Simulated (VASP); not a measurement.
# Te2Mo (P6_3/mmc) in VASP: notebook

Te2Mo is run at these levels: PBE+D3(BJ); tasks: relaxation of shape and atoms at fixed volume.

All numbers are computed with VASP 6.6.1; they aren't measurements. Logs are shortened: lines on timing, memory, paths and dates and some standing lists are left out, and cuts for length are marked.

## 1. The cell of the first run

The structure is hexagonal, space group P6_3/mmc (No. 194). Conventional cell: a = 3.404 Å, b = 3.404 Å, c = 13.154 Å, α = 90.00°, β = 90.00°, γ = 120.00°. Within 3.5 Å of Te (site symmetry 3m) lie 3 Mo at 2.67 Å and 6 Te at 3.40 Å. Within 3.5 Å of Mo (site symmetry -6m2) lie 6 Te at 2.67 Å and 6 Mo at 3.40 Å.

## 2. Relaxation of shape and atoms at fixed volume, PBE+D3(BJ) (volume scaled by 0.91)

Contents of INCAR:

```
SYSTEM = Te2Mo
  ALGO = Normal
  EDIFF = 1E-6
  EDIFFG = -0.01
  ENCUT = 600
  GGA = PE
  IBRION = 2
  ISIF = 4
  ISMEAR = 0
  IVDW = 12
  LASPH = .TRUE.
  LCHARG = .FALSE.
  LREAL = .FALSE.
  LWAVE = .FALSE.
  NELM = 80
  NSW = 50
  PREC = Accurate
  SIGMA = 0.02
```

Contents of KPOINTS:

```
k-points
0
G
  9 9 2
  0 0 0
```

Contents of POSCAR:

```
Te2Mo
1.0
    3.4041125955      0.0000000000      0.0000000000
   -1.7020562977      2.9480479851      0.0000000000
    0.0000000000      0.0000000000     13.1536159059
Te Mo
4 2
Direct
    0.3333333333      0.6666666667      0.6128021613
    0.6666666667      0.3333333333      0.1128021613
    0.3333333333      0.6666666667      0.8871978387
    0.6666666667      0.3333333333      0.3871978387
    0.3333333333      0.6666666667      0.2500000000
    0.6666666667      0.3333333333      0.7500000000
```

Potentials or basis: VASP PAW PBE potentials, release 64 (Te, Mo_sv).

Started as:

```console
$ cat potpaw_PBE.64/Te/POTCAR potpaw_PBE.64/Mo_sv/POTCAR > POTCAR
$ mpirun -np 1 vasp_std > vasp.out
```

OUTCAR:

```text
SYSTEM = Te2Mo
   EDIFF = 1E-6
   EDIFFG = -0.01
   ENCUT = 600
   GGA = PE
   IBRION = 2
   ISIF = 4
   ISMEAR = 0
   IVDW = 12
   LASPH = .TRUE.
   LREAL = .FALSE.
   NELM = 80
   NSW = 50
   PREC = Accurate
 IVDW          = 12

 ion  position               nearest neighbor table
   1  0.333  0.667  0.613-   6 2.67   6 2.67   6 2.67   4 3.56   4 3.56   4 3.56   3 3.61
   2  0.667  0.333  0.113-   5 2.67   5 2.67   5 2.67   3 3.56   3 3.56   3 3.56   4 3.61
   3  0.333  0.667  0.887-   6 2.67   6 2.67   6 2.67   2 3.56   2 3.56   2 3.56   1 3.61
   4  0.667  0.333  0.387-   5 2.67   5 2.67   5 2.67   1 3.56   1 3.56   1 3.56   2 3.61
   5  0.333  0.667  0.250-   2 2.67   4 2.67   2 2.67   4 2.67   2 2.67   4 2.67
   6  0.667  0.333  0.750-   1 2.67   3 2.67   1 2.67   3 2.67   1 2.67   3 2.67

  LATTYP: Found a hexagonal cell.
 ALAT       =     3.4041125955
 C/A-ratio  =     3.8640366724

  Lattice vectors:

 A1 = (   3.4041125955,   0.0000000000,   0.0000000000)
 A2 = (  -1.7020562977,   2.9480479851,   0.0000000000)
 A3 = (   0.0000000000,   0.0000000000,  13.1536159059)

Analysis of symmetry for initial positions (statically):
=====================================================================
 Subroutine PRICEL returns:
 Original cell was already a primitive cell.

 Routine SETGRP: Setting up the symmetry group for a
 hexagonal supercell.

 Subroutine GETGRP returns: Found 24 space group operations
 (whereof 12 operations were pure point group operations)
 out of a pool of 24 trial point group operations.

The static configuration has the point symmetry D_3d.
 The point group associated with its full space group is D_6h.

Analysis of symmetry for dynamics (positions and initial velocities):
=====================================================================
 Subroutine PRICEL returns:
 Original cell was already a primitive cell.

 Routine SETGRP: Setting up the symmetry group for a
 hexagonal supercell.

 Subroutine GETGRP returns: Found 24 space group operations
 (whereof 12 operations were pure point group operations)
 out of a pool of 24 trial point group operations.

The dynamic configuration has the point symmetry D_3d.
 The point group associated with its full space group is D_6h.

 Subroutine INISYM returns: Found 24 space group operations
 (whereof 12 operations are pure point group operations),
 and found     1 'primitive' translations

----------------------------------------------------------------------------------------

                                     Primitive cell

  volume of cell :     132.0029

  direct lattice vectors                    reciprocal lattice vectors
     3.404112596  0.000000000  0.000000000     0.293762316  0.169603752  0.000000000
    -1.702056298  2.948047985  0.000000000     0.000000000  0.339207504  0.000000000
     0.000000000  0.000000000 13.153615906     0.000000000  0.000000000  0.076024723

  length of vectors
     3.404112596  3.404112596 13.153615906     0.339207504  0.339207504  0.076024723

  position of ions in fractional coordinates (direct lattice)
     0.333333333  0.666666667  0.612802161
     0.666666667  0.333333333  0.112802161
     0.333333333  0.666666667  0.887197839
     0.666666667  0.333333333  0.387197839
     0.333333333  0.666666667  0.250000000
     0.666666667  0.333333333  0.750000000

  ion indices of the primitive-cell ions
   primitive index   ion index
                 1           1
                 2           2
                 3           3
                 4           4
                 5           5
                 6           6

----------------------------------------------------------------------------------------

 KPOINTS: k-points

Automatic generation of k-mesh.
 Grid dimensions read from file:
 generate k-points for:    9    9    2

 Generating k-lattice:

  Cartesian coordinates                     Fractional coordinates (reciprocal lattice)
     0.032640257  0.018844861  0.000000000     0.111111111 -0.000000000  0.000000000
     0.000000000  0.037689723  0.000000000     0.000000000  0.111111111  0.000000000
     0.000000000  0.000000000  0.038012361     0.000000000  0.000000000  0.500000000

  Length of vectors
     0.037689723  0.037689723  0.038012361

  Shift w.r.t. Gamma in fractional coordinates (k-lattice)
     0.000000000  0.000000000  0.000000000

 Subroutine IBZKPT returns following result:
 ===========================================

 Found     24 irreducible k-points:

 Following reciprocal coordinates:
            Coordinates               Weight
  0.000000  0.000000  0.000000      1.000000
  0.111111 -0.000000  0.000000      6.000000
  0.222222  0.000000  0.000000      6.000000
  0.333333  0.000000  0.000000      6.000000
  0.444444  0.000000  0.000000      6.000000
  0.111111  0.111111  0.000000      6.000000
[... 16 lines left out ...]
  0.333333  0.222222  0.500000     12.000000
  0.333333  0.333333  0.500000      2.000000
   k-points           NKPTS =     24   k-points in BZ     NKDIM =     24   number of bands    NBANDS=     31
   number of dos      NEDOS =    301   number of ions     NIONS =      6
   total plane-waves  NPLWV =  84672
   dimension x,y,z NGX =    28 NGY =   28 NGZ =  108
   dimension x,y,z NGXF=    56 NGYF=   56 NGZF=  216
   ions per type =               4   2
   NGX,Y,Z   is equivalent  to a cutoff of  13.67, 13.67, 13.65 a.u.
   NGXF,Y,Z  is equivalent  to a cutoff of  27.35, 27.35, 27.30 a.u.
 SYSTEM =  Te2Mo
   PREC   = accura    normal or accurate (medium, high low for compatibility)
   ISTART =      0    job   : 0-new  1-cont  2-samecut
   ICHARG =      2    charge: 1-file 2-atom 10-const
   ISPIN  =      1    spin polarized calculation?
   LNONCOLLINEAR =      F non collinear calculations
   LSORBIT =      F    spin-orbit coupling
   LASPH  =      T    aspherical Exc in radial PAW
   ENCUT  =  600.0 eV  44.10 Ry    6.64 a.u.   6.80  6.80 26.27*2*pi/ulx,y,z
   NELM   =     80;   NELMIN=  2; NELMDL= -5     # of ELM steps
   EDIFF  = 0.1E-05   stopping-criterion for ELM
   LREAL  =      F    real-space projection
   EDIFFG = -.1E-01   stopping-criterion for IOM
   NSW    =     50    number of steps for IOM
   IBRION =      2    ionic relax: 0-MD 1-quasi-New 2-CG
   NFREE  =      1    steps in history (QN), initial steepest desc. (CG)
   ISIF   =      4    stress and relaxation
   ISYM   =      2    0-nonsym 1-usesym 2-fastsym
   POTIM  = 0.5000    time-step for ionic-motion
   TEBEG  =    0.0;   TEEND  =   0.0 temperature during run
   PSTRESS=    0.0 pullay stress
   NELECT =      52.0000    total number of electrons
   NUPDOWN=      -1.0000    fix difference up-down
   EMIN   =  10.00;   EMAX   =-10.00  energy-range for DOS
   EFERMI =   0.00;   METHOD = LEGACY
   ISMEAR =     0;   SIGMA  =   0.02  broadening in eV -4-tet -1-fermi 0-gaus
   EFERMI_NEDOS =   21; number of points for ismear=-14 and -15
   IALGO  =     38    algorithm
   IMIX   =      4    mixing-type and parameters
     AMIX     =   0.40;   BMIX     =  1.00
     AMIX_MAG =   1.60;   BMIX_MAG =  1.00
  volume/ion in A,a.u.               =      22.00       148.47
  Fermi-wavevector in a.u.,A,eV,Ry     =   1.200093  2.267846 19.595412  1.440222
  Thomas-Fermi vector in A             =   2.335938
   LORBIT       =      0    0 simple, 1 ext, 2 COOP (PROOUT), +10 PAW based schemes
   GGA     = PE    functional components
   LHFCALC =     F    Hartree Fock is set to
   AEXX    =    0.0000 exact exchange contribution
   IVDW    =    12    specifies the selected vdW correction
   LEPSILON=     F    determine dielectric tensor
   LRPA    =     F    only Hartree local field effects (RPA)
 conjugate gradient relaxation of ions
 non-spin polarized calculation
 Gauss-broadening in eV      SIGMA  =   0.02
  energy-cutoff  :      600.00
  volume of cell :      132.00
 maximum number of plane-waves:      4436
 NGX is ok and might be reduce to    28
   NGX = 13   NGY = 13   NGZ = 53

--------------------------------------- Ionic step        1  -------------------------------------------

 number of electron      51.9999997 magnetization

 Free energy of the ion-electron system (eV)
  ---------------------------------------------------
  ext. energy  EPLUGINS =         0.00000000
  ---------------------------------------------------
  free energy    TOTEN  =       -35.33094760 eV

  energy without entropy =      -35.33094760  energy(sigma->0) =      -35.33094760

------------------------ aborting loop because EDIFF is reached ----------------------------------------

 Edisp (eV)   -3.65481

 E8    (eV) :    -1.6819

  FORCE on cell =-STRESS in cart. coord.  units (eV):
  Direction    XX          YY          ZZ          XY          YZ          ZX
  --------------------------------------------------------------------------------------
  -------------------------------------------------------------------------------------
  Total       6.22419     6.22419     7.27879     0.00000     0.00000     0.00000
  in kB      75.54567    75.54567    88.34586     0.00000     0.00000     0.00000
  external pressure =       79.81 kB  Pullay stress =        0.00 kB

 VOLUME and BASIS-vectors are now :
 -----------------------------------------------------------------------------
  energy-cutoff  :      600.00
  volume of cell :      132.00
      direct lattice vectors                 reciprocal lattice vectors
     3.404112596  0.000000000  0.000000000     0.293762316  0.169603752  0.000000000
    -1.702056298  2.948047985  0.000000000     0.000000000  0.339207504  0.000000000
     0.000000000  0.000000000 13.153615906     0.000000000  0.000000000  0.076024723

 POSITION                                       TOTAL-FORCE (eV/Angst)
 -----------------------------------------------------------------------------------
     -0.00000      1.96537      8.06056        -0.000000     -0.000000     -0.476185
      1.70206      0.98268      1.48376        -0.000000     -0.000000     -0.476185
     -0.00000      1.96537     11.66986        -0.000000      0.000000      0.476185
      1.70206      0.98268      5.09305        -0.000000      0.000000      0.476185
     -0.00000      1.96537      3.28840        -0.000000     -0.000000     -0.000000
      1.70206      0.98268      9.86521         0.000000      0.000000     -0.000000
 -----------------------------------------------------------------------------------
    total drift:                               -0.000000      0.000000     -0.000000
[... 122 lines left out ...]
 POSITION                                       TOTAL-FORCE (eV/Angst)
 -----------------------------------------------------------------------------------
     -0.00000      1.96449      8.04281         0.000000     -0.000000     -0.024820
      1.70130      0.98224      1.46012         0.000000     -0.000000     -0.024820
     -0.00000      1.96449     11.70527         0.000000     -0.000000      0.024820
      1.70130      0.98224      5.12258         0.000000     -0.000000      0.024820
     -0.00000      1.96449      3.29135         0.000000     -0.000000      0.000000
      1.70130      0.98224      9.87404        -0.000000      0.000000      0.000000
 -----------------------------------------------------------------------------------
    total drift:                               -0.000000      0.000000     -0.000000

  FREE ENERGIE OF THE ION-ELECTRON SYSTEM (eV)
  ---------------------------------------------------
  free  energy   TOTEN  =       -39.0107882128 eV

  energy  without entropy=      -39.0107882128  energy(sigma->0) =      -39.01078821

--------------------------------------- Ionic step        5  -------------------------------------------

 number of electron      51.9999997 magnetization

 Free energy of the ion-electron system (eV)
  ---------------------------------------------------
  ext. energy  EPLUGINS =         0.00000000
  ---------------------------------------------------
  free energy    TOTEN  =       -35.35706687 eV

  energy without entropy =      -35.35706687  energy(sigma->0) =      -35.35706687

 E-fermi :  10.3957     XC(G=0): -11.1671

 val. band max:       10.2472237720   @ k =   0.1111  -0.0000   0.0000
 cond. band min:      10.5248250012   @ k =   0.2222   0.2222   0.0000
 fundamental gap:      0.2776012292
 Fermi energy:        10.3956582219

 k-point     1 :       0.0000    0.0000    0.0000
  band No.  band energies     occupation
      1     -50.8127      2.00000
      2     -50.8127      2.00000
      3     -25.0420      2.00000
      4     -25.0419      2.00000
      5     -24.8352      2.00000
      6     -24.8352      2.00000
[... 23 lines left out ...]
     30      13.1561      0.00000
     31      13.3362      0.00000
[... 797 lines left out ...]
 VOLUME and BASIS-vectors are now :
 -----------------------------------------------------------------------------
  energy-cutoff  :      600.00
  volume of cell :      132.00
      direct lattice vectors                 reciprocal lattice vectors
     3.407527451  0.000000000  0.000000000     0.293467922  0.169433784 -0.000000000
    -1.703763725  2.951005337 -0.000000000    -0.000000000  0.338867567 -0.000000000
     0.000000000  0.000000000 13.127265311    -0.000000000 -0.000000000  0.076177328

 POSITION                                       TOTAL-FORCE (eV/Angst)
 -----------------------------------------------------------------------------------
     -0.00000      1.96734      8.01622         0.000000     -0.000000     -0.003394
      1.70376      0.98367      1.45258         0.000000     -0.000000     -0.003394
     -0.00000      1.96734     11.67468         0.000000     -0.000000      0.003394
      1.70376      0.98367      5.11105         0.000000     -0.000000      0.003394
     -0.00000      1.96734      3.28182        -0.000000     -0.000000     -0.000000
      1.70376      0.98367      9.84545         0.000000      0.000000     -0.000000
 -----------------------------------------------------------------------------------
    total drift:                               -0.000000      0.000000     -0.000000

  FREE ENERGIE OF THE ION-ELECTRON SYSTEM (eV)
  ---------------------------------------------------
  free  energy   TOTEN  =       -39.0114811934 eV

  energy  without entropy=      -39.0114811934  energy(sigma->0) =      -39.01148119

 reached required accuracy - stopping structural energy minimisation
```

Wall time 7 min (1 thread of Oxide Virtual Turin-like, shared host); peak memory 0.32 GiB.

What came out:

- Free energy: -39.0115 eV
- Energy gained by relaxing: 4.3 meV/atom
- Ionic steps: 5
- Pressure after relaxing: 6.2 GPa
- Largest force after relaxing: 0.003 eV/Å
- Band gap on the k mesh: 0.28 eV, indirect (least direct gap 0.61 eV)
- Dispersion energy per atom: -0.609 eV

Forces on the atoms (eV/Å):
```
Te   0.000  0.000 -0.003
Te   0.000  0.000 -0.003
Te   0.000  0.000  0.003
Te   0.000  0.000  0.003
Mo   0.000  0.000  0.000
Mo   0.000  0.000  0.000
```

The path:
| step | energy change (eV) | largest force (eV/Å) | pressure (GPa) | volume (Å³) |
| --- | --- | --- | --- | --- |
| 1 | 0.0000 | 0.4762 | 7.98 | 132.00 |
| 2 | -0.0214 | 0.0001 | 6.19 | 132.00 |
| 3 | -0.0218 | 0.0541 | 6.40 | 132.00 |
| 4 | -0.0250 | 0.0248 | 6.28 | 132.00 |
| 5 | -0.0257 | 0.0034 | 6.17 | 132.00 |

Final structure:
```
CELL_PARAMETERS angstrom
3.40753 0.00000 0.00000
-1.70376 2.95101 0.00000
0.00000 0.00000 13.12727
ATOMIC_POSITIONS crystal
Te 0.33333 0.66667 0.61065
Te 0.66667 0.33333 0.11065
Te 0.33333 0.66667 0.88935
Te 0.66667 0.33333 0.38935
Mo 0.33333 0.66667 0.25000
Mo 0.66667 0.33333 0.75000
```

Levels at points of the mesh, in eV from the valence-band top:
| k point | band 24 | band 25 | band 26 | band 27 | band 28 | band 29 |
| --- | --- | --- | --- | --- | --- | --- |
| (0.00, 0.00, 0.00) | -1.19 | -0.14 | -0.01 | 2.76 | 2.76 | 2.91 |
| (0.00, 0.00, 0.50) | -1.23 | -0.10 | -0.10 | 2.80 | 2.80 | 2.80 |

Caveat: the cell differs from its parent crystal (volume scaled by 0.91); spin-orbit coupling is left out, which moves the levels of the heavy elements. A k mesh can miss the band edges.

[end of part 1 of 2]
